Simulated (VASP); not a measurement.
Here is a VASP 6.6.1 calculation.

File INCAR:

```
SYSTEM = KI
  PREC = Accurate
  ENCUT = 600
  EDIFF = 1E-7
  ISMEAR = -1
  SIGMA = 0.05
  LREAL = .FALSE.
  LASPH = .TRUE.
  NELM = 100
  ALGO = Normal
  ISIF = 3
  LWAVE = .FALSE.
  LCHARG = .FALSE.
  GGA = PE
  IBRION = 2
  NSW = 80
  EDIFFG = -0.02
```

The input KPOINTS:

```
Automatic mesh
0
G
  7 7 7
  0 0 0
```

File POSCAR:

```
KI
1.0
    0.0000000000      3.5327750000      3.5327750000
    3.5327750000      0.0000000000      3.5327750000
    3.5327750000      3.5327750000      0.0000000000
I K
1 1
Direct
    0.5000000000      0.5000000000      0.5000000000
    0.0000000000      0.0000000000      0.0000000000
```

Potentials or basis: VASP PAW PBE potentials, release 64 (I, K_sv).

Run with:

```sh
$ cat potpaw_PBE.64/I/POTCAR potpaw_PBE.64/K_sv/POTCAR > POTCAR
$ mpirun -np 1 vasp_std > vasp.out
```

(1) What does it give for the band gap on the k mesh?

(2) Estimate the relaxed volume.

(3) Predict the space group after relaxing (to 0.1 Å).

(4) What does it give for the relaxed cell?

Answers

(1) 3.84 eV.

(2) 46.61 Å³/atom.

(3) Fm-3m (No. 225).

(4) a = 5.090 Å, b = 5.090 Å, c = 5.090 Å, α = 60.00°, β = 60.00°, γ = 60.00°.

Caveat: spin-orbit coupling is left out, which moves the levels of the heavy elements; an odd mesh through Γ misses points on the zone boundary, where band edges can lie.
